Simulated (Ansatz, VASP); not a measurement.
## ZnCu2 in VASP and in Ansatz

```
Zn Cu
1.0
     2.48749    0.00000    0.00000
     0.00000    2.48749    0.00000
     0.00000    0.00000   19.51780
Zn Cu
1 2
Cartesian
  0.0000 0.0000 8.0466
  1.2437 1.2437 9.7589
  0.0000 0.0000 11.4712
```

Alike in both runs: task single point; functional LDA; k mesh 15 × 15 × 1; occupations fermi-dirac, width 0.08 eV; no spin polarisation.

|  | VASP | Ansatz |
| --- | --- | --- |
| version | VASP 6.6.1 | Ansatz 0.2.0 |
| potentials or method | VASP PAW LDA potentials, release 64 (Zn, Cu) | PAW with Ansatz's default frozen-core files, scalar-relativistic |
| plane-wave cutoff (eV) | 520 | 420 |
| valence electrons in the cell | 34 | 50 |

|  | VASP | Ansatz | Ansatz less VASP |
| --- | --- | --- | --- |
| rms of the force components (eV/Å) | 0.292 | 0.273 | -0.0185 |

LDA's correlation is that of Perdew and Zunger in VASP and of Perdew and Wang (1992) in Ansatz. Atom by atom the forces differ by 0.023 eV/Å (rms over components). VASP's potentials hold 34 valence electrons a cell and Ansatz's 50, so a difference there can come from the potentials and not from the codes.
